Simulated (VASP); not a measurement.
Crystal: In4PtSe.

```xyz
6
Lattice="3.0012 -3.6715 0.0000 3.0012 3.6715 0.0000 0.0000 0.0000 7.7040" Properties=species:S:1:pos:R:3 pbc="T T T"
In    3.0012    2.4892    2.0358
In    3.0012   -2.4892    2.0358
In    3.0012    2.4892    5.6682
In    3.0012   -2.4892    5.6682
Pt    0.0000    0.0000    0.0000
Se    3.0012    0.0000    0.0000
```

The cell was generated, and may not be a known phase.

- Program: VASP 6.6.1
- Task: relaxation of cell and atoms
- Functional: PBE
- Potentials or basis: VASP PAW PBE potentials, release 64 (In_d, Pt, Se)
- Cutoff: 500 eV
- k mesh: 4 × 4 × 2
- Occupations: gaussian, width 0.2 eV
- Spin: no spin polarisation

At the start: pressure 18.7 GPa; volume 28.30 Å³/atom.

Task: How do energy, volume and symmetry change on relaxing?

Result: Over 13 steps the energy falls by 965.6 meV/atom and the volume is 29.43 Å³/atom (+4.0 %); space group Cmmm (No. 65, to 0.1 Å) before and after.

The path:
```
step  energy change (eV)  largest force (eV/Å)  pressure (GPa)  volume (Å³)
   1              0.0000                8.8342           18.71       169.78
   2             -2.7051                0.8252           -5.46       258.64
   3             -4.9826                0.5120           -4.38       206.94
   4             -5.0316                0.5217           -3.98       204.41
   5             -5.0695                0.7289           -2.82       198.61
   6             -5.0716                0.6777           -3.02       199.51
   7             -5.4883                0.4856           -1.28       185.64
   8             -5.6062                0.4797            0.67       176.22
   9             -5.6081                0.4911            1.13       174.47
  10             -5.6927                0.2349            0.33       176.12
  11             -5.7221                0.1610           -0.33       177.72
  12             -5.7871                0.0519           -0.37       176.93
  13             -5.7939                0.0178           -0.33       176.56
```

Final structure:
```
CELL_PARAMETERS angstrom
2.78015 -4.32034 0.00000
2.78015 4.32034 0.00000
0.00000 0.00000 7.34976
ATOMIC_POSITIONS crystal
In 0.20203 0.79797 0.28178
In 0.79797 0.20203 0.28178
In 0.20203 0.79797 0.71822
In 0.79797 0.20203 0.71822
Pt 0.00000 0.00000 0.00000
Se 0.50000 0.50000 0.00000
```

Caveat: the k points lie up to 0.43 Å⁻¹ apart in the final cell, too coarse for converged energies and pressures of a metal.
